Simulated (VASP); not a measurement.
# MoSe (Pm-3m) in VASP: further runs

The runs below take MoSe through single point, with r2SCAN+U.

Program: VASP 6.6.1. These are calculated values, not measurements. Logs are shortened: lines on timing, memory, paths and dates and some standing lists are left out, and cuts for length are marked.

## (1) The cell of the first run

The structure is cubic, space group Pm-3m (No. 221). The conventional cell has a = 3.345 Å, b = 3.345 Å, c = 3.345 Å, α = 90.00°, β = 90.00°, γ = 90.00°. Within 3.8 Å of Mo (site symmetry m-3m) lie 8 Se at 2.90 Å and 6 Mo at 3.34 Å. Se (site symmetry m-3m) has 8 Mo at 2.90 Å and 6 Se at 3.34 Å within 3.8 Å.

## (2) Single point, r2SCAN+U

Contents of POSCAR:

```
MoSe
1.0
    3.3447486230      0.0000000000      0.0000000000
    0.0000000000      3.3447486230      0.0000000000
    0.0000000000      0.0000000000      3.3447486230
Mo Se
1 1
Direct
    0.0000000000      0.0000000000      0.0000000000
    0.5000000000      0.5000000000      0.5000000000
```

Contents of INCAR.step1:

```
ALGO = Normal ; EDIFF = 1E-4
ENCUT = 520 ; GGA = PE
ISMEAR = 0 ; LASPH = T
LCHARG = F ; LDAU = T
LDAUJ = 0 0 ; LDAUL = 2 -1
LDAUTYPE = 2 ; LDAUU = 4.38 0
LMAXMIX = 4 ; LREAL = F
LWAVE = T ; NBANDS = 17
NELM = 150 ; PREC = Accurate
SIGMA = 0.1
```

Contents of INCAR.step2:

```
ALGO = Normal ; EDIFF = 1E-6
ENCUT = 520 ; ISIF = 2
ISMEAR = 0 ; ISTART = 1
LASPH = T ; LCHARG = T
LDAU = T ; LDAUJ = 0 0
LDAUL = 2 -1 ; LDAUPRINT = 1
LDAUTYPE = 2 ; LDAUU = 4.38 0
LELF = T ; LMAXMIX = 4
LMIXTAU = T ; LREAL = F
LVHAR = T ; LWAVE = F
METAGGA = R2SCAN ; NBANDS = 17
NELM = 150 ; PREC = Accurate
SIGMA = 0.1
```

Contents of KPOINTS:

```
k-points
0
Gamma
  12 12 12
```

Potentials or basis: VASP PAW PBE potentials, release 64 (Mo_sv, Se).

Launch:

```
$ cat potpaw_PBE.64/Mo_sv/POTCAR potpaw_PBE.64/Se/POTCAR > POTCAR
$ cp INCAR.step1 INCAR
$ mpirun -np 1 vasp_std > vasp.out
$ cp INCAR.step2 INCAR
$ mpirun -np 1 vasp_std > vasp.out
```

OUTCAR:

```text
EDIFF = 1E-6
   ENCUT = 520
   ISIF = 2
   ISMEAR = 0
   ISTART = 1
   LASPH = T
   LREAL = F
   METAGGA = R2SCAN
   NELM = 150
   PREC = Accurate

 ion  position               nearest neighbor table
   1  0.000  0.000  0.000-   2 2.90   2 2.90   2 2.90   2 2.90   2 2.90   2 2.90   2 2.90   2 2.90

   2  0.500  0.500  0.500-   1 2.90   1 2.90   1 2.90   1 2.90   1 2.90   1 2.90   1 2.90   1 2.90

  LATTYP: Found a simple cubic cell.
 ALAT       =     3.3447486230

  Lattice vectors:

 A1 = (   3.3447486230,   0.0000000000,   0.0000000000)
 A2 = (   0.0000000000,   3.3447486230,   0.0000000000)
 A3 = (   0.0000000000,   0.0000000000,   3.3447486230)

Analysis of symmetry for initial positions (statically):
=====================================================================
 Subroutine PRICEL returns:
 Original cell was already a primitive cell.

 Routine SETGRP: Setting up the symmetry group for a
 simple cubic supercell.

 Subroutine GETGRP returns: Found 48 space group operations
 (whereof 48 operations were pure point group operations)
 out of a pool of 48 trial point group operations.

The static configuration has the point symmetry O_h .

Analysis of symmetry for dynamics (positions and initial velocities):
=====================================================================
 Subroutine PRICEL returns:
 Original cell was already a primitive cell.

 Routine SETGRP: Setting up the symmetry group for a
 simple cubic supercell.

 Subroutine GETGRP returns: Found 48 space group operations
 (whereof 48 operations were pure point group operations)
 out of a pool of 48 trial point group operations.

The dynamic configuration has the point symmetry O_h .

 Subroutine INISYM returns: Found 48 space group operations
 (whereof 48 operations are pure point group operations),
 and found     1 'primitive' translations

----------------------------------------------------------------------------------------

                                     Primitive cell

  volume of cell :      37.4189

  direct lattice vectors                    reciprocal lattice vectors
     3.344748623  0.000000000  0.000000000     0.298976130  0.000000000  0.000000000
     0.000000000  3.344748623  0.000000000     0.000000000  0.298976130  0.000000000
     0.000000000  0.000000000  3.344748623     0.000000000  0.000000000  0.298976130

  length of vectors
     3.344748623  3.344748623  3.344748623     0.298976130  0.298976130  0.298976130

  position of ions in fractional coordinates (direct lattice)
     0.000000000  0.000000000  0.000000000
     0.500000000  0.500000000  0.500000000

  ion indices of the primitive-cell ions
   primitive index   ion index
                 1           1
                 2           2

----------------------------------------------------------------------------------------

 KPOINTS: k-points

Automatic generation of k-mesh.
 Grid dimensions read from file:
 generate k-points for:   12   12   12

 Generating k-lattice:

  Cartesian coordinates                     Fractional coordinates (reciprocal lattice)
     0.024914678  0.000000000  0.000000000     0.083333333  0.000000000  0.000000000
     0.000000000  0.024914678  0.000000000     0.000000000  0.083333333  0.000000000
     0.000000000  0.000000000  0.024914678     0.000000000  0.000000000  0.083333333

  Length of vectors
     0.024914678  0.024914678  0.024914678

  Shift w.r.t. Gamma in fractional coordinates (k-lattice)
     0.000000000  0.000000000  0.000000000

 Subroutine IBZKPT returns following result:
 ===========================================

 Found     84 irreducible k-points:

 Following reciprocal coordinates:
            Coordinates               Weight
  0.000000  0.000000  0.000000      1.000000
  0.083333  0.000000  0.000000      6.000000
  0.166667  0.000000  0.000000      6.000000
  0.250000  0.000000  0.000000      6.000000
  0.333333  0.000000  0.000000      6.000000
  0.416667  0.000000  0.000000      6.000000
[... 16 lines left out ...]
  0.333333  0.333333  0.000000     12.000000
  0.416667  0.333333  0.000000     24.000000
 [... further k-points ...]
   k-points           NKPTS =     84   k-points in BZ     NKDIM =     84   number of bands    NBANDS=     17
   number of dos      NEDOS =    301   number of ions     NIONS =      2
   total plane-waves  NPLWV =  21952
   dimension x,y,z NGX =    28 NGY =   28 NGZ =   28
   dimension x,y,z NGXF=    56 NGYF=   56 NGZF=   56
   ions per type =               1   1
   NGX,Y,Z   is equivalent  to a cutoff of  13.92, 13.92, 13.92 a.u.
   NGXF,Y,Z  is equivalent  to a cutoff of  27.83, 27.83, 27.83 a.u.
 SYSTEM =  unknown system
   PREC   = accura    normal or accurate (medium, high low for compatibility)
   ISTART =      1    job   : 0-new  1-cont  2-samecut
   ICHARG =      0    charge: 1-file 2-atom 10-const
   ISPIN  =      1    spin polarized calculation?
   LNONCOLLINEAR =      F non collinear calculations
   LSORBIT =      F    spin-orbit coupling
   LASPH  =      T    aspherical Exc in radial PAW
   ENCUT  =  520.0 eV  38.22 Ry    6.18 a.u.   6.22  6.22  6.22*2*pi/ulx,y,z
   NELM   =    150;   NELMIN=  2; NELMDL=  0     # of ELM steps
   EDIFF  = 0.1E-05   stopping-criterion for ELM
   LREAL  =      F    real-space projection
   EDIFFG = 0.1E-04   stopping-criterion for IOM
   NSW    =      0    number of steps for IOM
   IBRION =     -1    ionic relax: 0-MD 1-quasi-New 2-CG
   NFREE  =      0    steps in history (QN), initial steepest desc. (CG)
   ISIF   =      2    stress and relaxation
   ISYM   =      2    0-nonsym 1-usesym 2-fastsym
   POTIM  = 0.5000    time-step for ionic-motion
   TEBEG  =    0.0;   TEEND  =   0.0 temperature during run
   PSTRESS=    0.0 pullay stress
   NELECT =      20.0000    total number of electrons
   NUPDOWN=      -1.0000    fix difference up-down
   EMIN   =  10.00;   EMAX   =-10.00  energy-range for DOS
   EFERMI =   0.00;   METHOD = LEGACY
   ISMEAR =     0;   SIGMA  =   0.10  broadening in eV -4-tet -1-fermi 0-gaus
   EFERMI_NEDOS =   21; number of points for ismear=-14 and -15
   IALGO  =     38    algorithm
   IMIX   =      4    mixing-type and parameters
     AMIX     =   0.40;   BMIX     =  1.00
     AMIX_MAG =   1.60;   BMIX_MAG =  1.00
  volume/ion in A,a.u.               =      18.71       126.26
  Fermi-wavevector in a.u.,A,eV,Ry     =   1.328581  2.510654 24.016015  1.765127
  Thomas-Fermi vector in A             =   2.457808
   LORBIT       =      0    0 simple, 1 ext, 2 COOP (PROOUT), +10 PAW based schemes
 LDA+U is selected, type is set to LDAUTYPE =  2
   angular momentum for each species LDAUL =     2   -1
   U (eV)           for each species LDAUU =   4.4  0.0
   J (eV)           for each species LDAUJ =   0.0  0.0
   METAGGA = R2SCAN    functional components
   LHFCALC =     F    Hartree Fock is set to
   AEXX    =    0.0000 exact exchange contribution
   IVDW    =     0    specifies the selected vdW correction
   LEPSILON=     F    determine dielectric tensor
   LRPA    =     F    only Hartree local field effects (RPA)
 non-spin polarized calculation
 Gauss-broadening in eV      SIGMA  =   0.10
  energy-cutoff  :      520.00
  volume of cell :       37.42
 maximum number of plane-waves:      1024
 NGX is ok and might be reduce to    28
   NGX = 13   NGY = 13   NGZ = 13

atom =   1  type =  1  l = 2

 onsite density matrix

spin component  1

  0.1177  0.0000 -0.0000 -0.0000  0.0000
  0.0000  0.1177 -0.0000  0.0000 -0.0000
 -0.0000 -0.0000  0.7895 -0.0000 -0.0000
 -0.0000  0.0000 -0.0000  0.1177 -0.0000
  0.0000 -0.0000 -0.0000 -0.0000  0.7895

spin component  2

  0.1177  0.0000 -0.0000 -0.0000  0.0000
  0.0000  0.1177 -0.0000  0.0000 -0.0000
 -0.0000 -0.0000  0.7895 -0.0000 -0.0000
 -0.0000  0.0000 -0.0000  0.1177 -0.0000
  0.0000 -0.0000 -0.0000 -0.0000  0.7895

 occupancies and eigenvectors

  o =  0.1177  v =  0.0000 -0.2860 -0.0000 -0.9582 -0.0000  0.0000  0.0000  0.0000  0.0000  0.0000      0.0000  0.0000  0.0000  0.0000  0.0000  0.0000  0.0000  0.0000  0.0000  0.0000
  o =  0.1177  v =  0.0000  0.0000  0.0000  0.0000  0.0000  0.0000 -0.2860 -0.0000 -0.9582 -0.0000      0.0000  0.0000  0.0000  0.0000  0.0000  0.0000  0.0000  0.0000  0.0000  0.0000
  o =  0.1177  v =  0.0000 -0.9582 -0.0000  0.2860  0.0000  0.0000  0.0000  0.0000  0.0000  0.0000      0.0000  0.0000  0.0000  0.0000  0.0000  0.0000  0.0000  0.0000  0.0000  0.0000
  o =  0.1177  v =  0.0000  0.0000  0.0000  0.0000  0.0000  0.0000 -0.9582 -0.0000  0.2860  0.0000      0.0000  0.0000  0.0000  0.0000  0.0000  0.0000  0.0000  0.0000  0.0000  0.0000
  o =  0.1177  v =  1.0000  0.0000  0.0000  0.0000  0.0000  0.0000  0.0000  0.0000  0.0000  0.0000      0.0000  0.0000  0.0000  0.0000  0.0000  0.0000  0.0000  0.0000  0.0000  0.0000
  o =  0.1177  v =  0.0000  0.0000  0.0000  0.0000  0.0000  1.0000  0.0000  0.0000  0.0000  0.0000      0.0000  0.0000  0.0000  0.0000  0.0000  0.0000  0.0000  0.0000  0.0000  0.0000
  o =  0.7895  v =  0.0000  0.0000  0.0000  0.0000  0.0000  0.0000  0.0000 -0.0028  0.0000 -1.0000      0.0000  0.0000  0.0000  0.0000  0.0000  0.0000  0.0000  0.0000  0.0000  0.0000
  o =  0.7895  v =  0.0000  0.0000 -0.0028  0.0000 -1.0000  0.0000  0.0000  0.0000  0.0000  0.0000      0.0000  0.0000  0.0000  0.0000  0.0000  0.0000  0.0000  0.0000  0.0000  0.0000
  o =  0.7895  v =  0.0000  0.0000  0.0000  0.0000  0.0000  0.0000  0.0000 -1.0000 -0.0000  0.0028      0.0000  0.0000  0.0000  0.0000  0.0000  0.0000  0.0000  0.0000  0.0000  0.0000
  o =  0.7895  v =  0.0000  0.0000 -1.0000 -0.0000  0.0028  0.0000  0.0000  0.0000  0.0000  0.0000      0.0000  0.0000  0.0000  0.0000  0.0000  0.0000  0.0000  0.0000  0.0000  0.0000

 number of electron      20.0000005 magnetization

 Free energy of the ion-electron system (eV)
  ---------------------------------------------------
  ext. energy  EPLUGINS =         0.00000000
  ---------------------------------------------------
  free energy    TOTEN  =       -34.92575448 eV

  energy without entropy =      -34.92575417  energy(sigma->0) =      -34.92575433

 E-fermi :   9.1620     XC(G=0): -12.2261

 val. band max:        8.8853381004   @ k =   0.5000   0.5000   0.5000
 cond. band min:       9.4353259276   @ k =   0.3333   0.3333   0.3333
 fundamental gap:      0.5499878272
 Fermi energy:         9.1619965285

 k-point     1 :       0.0000    0.0000    0.0000
  band No.  band energies     occupation
      1     -54.4815      2.00000
      2     -27.7736      2.00000
      3     -27.7736      2.00000
      4     -27.7736      2.00000
      5      -7.0204      2.00000
      6       4.7892      2.00000
[... 9 lines left out ...]
     16      17.5341      0.00000
     17      25.0381      0.00000

 k-point     2 :       0.0833    0.0000    0.0000
  band No.  band energies     occupation
      1     -54.4808      2.00000
      2     -27.7840      2.00000
      3     -27.7727      2.00000
      4     -27.7727      2.00000
      5      -6.9521      2.00000
      6       4.6088      2.00000
[... 9 lines left out ...]
     16      17.7770      0.00000
     17      23.6625      0.00000

 k-point     3 :       0.1667    0.0000    0.0000
  band No.  band energies     occupation
      1     -54.4790      2.00000
      2     -27.8123      2.00000
      3     -27.7703      2.00000
      4     -27.7703      2.00000
      5      -6.7563      2.00000
      6       3.9019      2.00000
[... 9 lines left out ...]
     16      18.4760      0.00000
     17      21.8492      0.00000

 k-point     4 :       0.2500    0.0000    0.0000
  band No.  band energies     occupation
      1     -54.4765      2.00000
      2     -27.8506      2.00000
      3     -27.7669      2.00000
      4     -27.7669      2.00000
      5      -6.4627      2.00000
      6       2.8642      2.00000
[... 9 lines left out ...]
     16      19.2109      0.00000
     17      20.2205      0.00000
[... 343 lines left out ...]
      1     -54.4667      2.00000
      2     -27.9159      2.00000
      3     -27.8332      2.00000
      4     -27.7543      2.00000
      5      -5.4720      2.00000
      6       1.7885      2.00000
[... 9 lines left out ...]
     16      18.5771      0.00000
     17      19.8595      0.00000

 k-point    23 :       0.3333    0.3333    0.0000
  band No.  band energies     occupation
      1     -54.4667      2.00000
      2     -27.8758      2.00000
      3     -27.8725      2.00000
      4     -27.7544      2.00000
      5      -5.5547      2.00000
      6       2.7890      2.00000
[... 9 lines left out ...]
     16      19.7945      0.00000
     17      20.1655      0.00000

 k-point    24 :       0.4167    0.3333    0.0000
  band No.  band energies     occupation
      1     -54.4649      2.00000
      2     -27.9009      2.00000
      3     -27.8706      2.00000
      4     -27.7522      2.00000
      5      -5.3894      2.00000
      6       2.5153      2.00000
[... 9 lines left out ...]
     16      19.5416      0.00000
     17      20.2240      0.00000

 [... further k-points ...]
[... 5 lines left out ...]
  --------------------------------------------------------------------------------------
  -------------------------------------------------------------------------------------
  Total       -0.2441387     -0.2441387     -0.2441387      0.0000000      0.0000000     -0.0000000
  in kB      -10.4533822    -10.4533822    -10.4533822      0.0000000      0.0000000     -0.0000000
  external PRESSURE =     -10.4533822 kB  Pullay stress =       0.0000000 kB

 VOLUME and BASIS-vectors are now :
 -----------------------------------------------------------------------------
  energy-cutoff  :      520.00
  volume of cell :       37.42
      direct lattice vectors                 reciprocal lattice vectors
     3.344748623  0.000000000  0.000000000     0.298976130  0.000000000  0.000000000
     0.000000000  3.344748623  0.000000000     0.000000000  0.298976130  0.000000000
     0.000000000  0.000000000  3.344748623     0.000000000  0.000000000  0.298976130

 POSITION                                       TOTAL-FORCE (eV/Angst)
 -----------------------------------------------------------------------------------
      0.00000      0.00000      0.00000         0.000000      0.000000      0.000000
      1.67237      1.67237      1.67237         0.000000      0.000000      0.000000
 -----------------------------------------------------------------------------------
    total drift:                                0.000000      0.000000     -0.000000

  FREE ENERGIE OF THE ION-ELECTRON SYSTEM (eV)
  ---------------------------------------------------
  free  energy   TOTEN  =       -34.9257544834 eV

  energy  without entropy=      -34.9257541736  energy(sigma->0) =      -34.92575433
```

It took 4.4 min on 1 thread of AMD EPYC 9R45 (Zen 5), shared host; peak memory 0.17 GiB.

What came out:

```yaml
Free_energy: -34.9258 eV
Pressure: -1.0 GPa
Band_gap_on_the_k_mesh: 0.55 eV (least direct gap 0.68 eV)
```

Eigenvalues of the final occupation matrices:
| site | spin | trace | eigenvalues |
| --- | --- | --- | --- |
| site 1 d | 1 | 1.93 | 0.12 0.12 0.12 0.79 0.79 |
| site 1 d | 2 | 1.93 | 0.12 0.12 0.12 0.79 0.79 |

Caveat: semilocal functionals underestimate gaps, and a narrow one can read as zero; the PAW data sets were made with another functional, which shifts forces and pressure a little.

## (3) Single point, r2SCAN+U

This run uses another cell than the first one, of 22.02 Å³/atom.

Contents of POSCAR:

```
MoSe
1.0
    3.5312279558      0.0000000000      0.0000000000
    0.0000000000      3.5312279558      0.0000000000
    0.0000000000      0.0000000000      3.5312279558
Mo Se
1 1
Direct
    0.0000000000      0.0000000000      0.0000000000
    0.5000000000      0.5000000000      0.5000000000
```

Contents of INCAR.step1:

```
SYSTEM = MoSe
PREC = Accurate
ENCUT = 520
ISMEAR = 0
SIGMA = 0.1
LREAL = .FALSE.
LASPH = .TRUE.
NELM = 150
LMAXMIX = 4
LDAU = .TRUE.
LDAUTYPE = 2
LDAUL = 2 -1
LDAUU = 4.38 0
LDAUJ = 0 0
NBANDS = 17
GGA = PE
ALGO = Normal
EDIFF = 1E-4
LWAVE = .TRUE.
LCHARG = .FALSE.
```

Contents of INCAR.step2:

```
SYSTEM = MoSe
PREC = Accurate
ENCUT = 520
EDIFF = 1E-6
ISMEAR = 0
SIGMA = 0.1
LREAL = .FALSE.
LASPH = .TRUE.
NELM = 150
ALGO = Normal
ISIF = 2
LWAVE = .FALSE.
LCHARG = .FALSE.
LMAXMIX = 4
LDAU = .TRUE.
LDAUTYPE = 2
LDAUL = 2 -1
LDAUU = 4.38 0
LDAUJ = 0 0
LDAUPRINT = 1
METAGGA = R2SCAN
LMIXTAU = .TRUE.
NBANDS = 17
ISTART = 1
```

Contents of KPOINTS:

```
regular mesh
0
G
  12 12 12
  0 0 0
```

Potentials or basis: VASP PAW PBE potentials, release 64 (Mo_sv, Se).

Launch:

```
$ cat potpaw_PBE.64/Mo_sv/POTCAR potpaw_PBE.64/Se/POTCAR > POTCAR
$ cp INCAR.step1 INCAR
$ mpirun -np 1 vasp_std > vasp.out
$ cp INCAR.step2 INCAR
$ mpirun -np 1 vasp_std > vasp.out
```

It took 3.6 min on 1 thread of AMD EPYC 9R45 (Zen 5), shared host; peak memory 0.18 GiB.

The run converged. Its results:

| Property | Result |
| --- | --- |
| Free energy | -34.6369 eV |
| Pressure | -11.5 GPa |
| Band gap on the k mesh | 1.40 eV (least direct gap 1.57 eV) |

Levels at points of the mesh, in eV from the valence-band top:
```
           k point  band 7  band 8  band 9  band 10  band 11  band 12  band 13  band 14
(0.00, 0.00, 0.00)   -2.97   -1.16   -1.16    -1.16     1.57     2.56     2.56     2.56
(0.50, 0.00, 0.00)   -2.60   -1.65   -1.65    -0.05     2.77     4.12     4.12     4.90
(0.50, 0.50, 0.00)   -4.26   -2.62   -0.07    -0.05     1.53     1.53     1.72     3.26
(0.50, 0.50, 0.50)   -4.46   -4.46    0.00     0.00     3.43     3.43     3.43     4.56
```

Eigenvalues of the final occupation matrices:
| site | spin | trace | eigenvalues |
| --- | --- | --- | --- |
| site 1 d | 1 | 1.90 | 0.09 0.09 0.09 0.82 0.82 |
| site 1 d | 2 | 1.90 | 0.09 0.09 0.09 0.82 0.82 |

Caveat: the cell stands under tension; the PAW data sets were made with another functional, which shifts forces and pressure a little. A k mesh can miss the band edges.
